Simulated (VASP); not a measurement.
Set up this calculation in VASP 6.6.1, as the native input.

```
Task                   : relaxation of cell and atoms
Functional             : PBE
Potentials or basis    : VASP PAW PBE potentials, release 64 (Li_sv, Sc_sv)
Cutoff                 : 600 eV
k mesh                 : 8 × 8 × 2
Occupations            : gaussian, width 0.2 eV
Spin                   : no spin polarisation
Dipole correction      : no
Further INCAR settings : ALGO = Fast; EDIFF = 1e-07; IBRION = 2; EDIFFG = -0.08; NSW = 36; ISIF = 3
```

The structure of LiSc3 lies in POSCAR:

```
LiSc3
1.0
    2.8459984300      0.0000000000      0.0000000000
   -1.4229992100      2.4647069400      0.0000000000
    0.0000000000      0.0000000000      9.1142346900
Li Sc
1 3
Direct
    0.0000000000      0.0000000000      0.5000000000
    0.0000000000      0.0000000000      0.0000000000
    0.6666666700      0.3333333300      0.7477864600
    0.6666666700      0.3333333300      0.2522135400
```

The cell was generated, and may not be a known phase.

One way to write it, as run:

INCAR

```
SYSTEM = LiSc3
PREC     = Accurate       ! precision mode
ENCUT    = 600            ! plane-wave cutoff, eV
EDIFF    = 1E-7           ! SCF threshold, eV
ISMEAR   = 0              ! smearing method
SIGMA    = 0.2            ! smearing width, eV
LREAL    = .False.        ! projectors in reciprocal space
LASPH    = .True.         ! aspherical terms in the spheres
NELM     = 100            ! most SCF steps
ALGO     = Fast           ! electronic algorithm
ISIF     = 3              ! what is computed and relaxed
LWAVE    = .False.        ! write WAVECAR
LCHARG   = .False.        ! write CHGCAR
GGA      = PE             ! functional
IBRION   = 2              ! ionic algorithm
NSW      = 36             ! ionic steps
EDIFFG   = -0.08          ! ionic threshold
```

KPOINTS

```
regular mesh
0
Gamma
  8 8 2
  0 0 0
```

Potentials or basis: VASP PAW PBE potentials, release 64 (Li_sv, Sc_sv).

The run is started by

```sh
$ cat potpaw_PBE.64/Li_sv/POTCAR potpaw_PBE.64/Sc_sv/POTCAR > POTCAR
$ mpirun -np 1 vasp_std > vasp.out
```

Results of the run:

The relaxed volume is 23.73 Å³/atom, the relaxed cell is a = 3.280 Å, b = 3.280 Å, c = 10.185 Å, α = 90.00°, β = 90.00°, γ = 120.00° and the space group after relaxing (to 0.1 Å) is P-6m2 (No. 187). The energy gained by relaxing is 593.8 meV/atom, the ionic steps are 8 and the pressure after relaxing is 0.1 GPa. The largest force after relaxing is 0.055 eV/Å and the band gap on the k mesh is zero (bands 18 and 19 overlap by 0.72 eV).

Caveat: the cutoff is under 1.25 times the usual one of these potentials, so pressure, stress and relaxed cells hold a basis-set (Pulay) error; the volume moved by over 15 % at a fixed basis, so the end points are rough; the relaxation stopped at a loose force limit of 0.08 eV/Å, so its end isn't a converged minimum.

Run time: 12 min on 1 thread of Oxide Virtual Turin-like Processor, with other jobs on the host, peak memory 0.19 GiB.
